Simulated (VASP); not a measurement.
A run of VASP 6.6.1 is set up as follows.

The input INCAR:

```
SYSTEM = ZnPt3
PREC     = Accurate       ! precision mode
ENCUT    = 520            ! plane-wave cutoff, eV
EDIFF    = 1E-6           ! SCF threshold, eV
ISMEAR   = 0              ! smearing method
SIGMA    = 0.1            ! smearing width, eV
LREAL    = .False.        ! projectors in reciprocal space
LASPH    = .True.         ! aspherical terms in the spheres
NELM     = 100            ! most SCF steps
ALGO     = Normal         ! electronic algorithm
ISIF     = 2              ! what is computed and relaxed
LWAVE    = .False.        ! write WAVECAR
LCHARG   = .False.        ! write CHGCAR
NBANDS   = 29             ! bands
```

File KPOINTS:

```
regular mesh
0
Gamma
  11 11 11
  0 0 0
```

The input POSCAR:

```
ZnPt3
1.0
    3.8463913640      0.0000000000      0.0000000000
    0.0000000000      3.8463913640      0.0000000000
    0.0000000000      0.0000000000      3.8463913640
Zn Pt
1 3
Direct
    0.0000000000      0.0000000000      0.0000000000
    0.0000000000      0.5000000000      0.5000000000
    0.5000000000      0.0000000000      0.5000000000
    0.5000000000      0.5000000000      0.0000000000
```

Potentials or basis: VASP PAW LDA potentials, release 64 (Zn, Pt).

Run with:

```bash
$ cat potpaw_LDA.64/Zn/POTCAR potpaw_LDA.64/Pt/POTCAR > POTCAR
$ mpirun -np 1 vasp_std > vasp.out
```

Question: Estimate the pressure.

Answer: 0.9 GPa.

Question: What does it give for the band gap on the k mesh?

Answer: Zero (bands 21 and 22 overlap by 1.33 eV).

Caveat: spin-orbit coupling is left out, which moves the levels of the heavy elements.
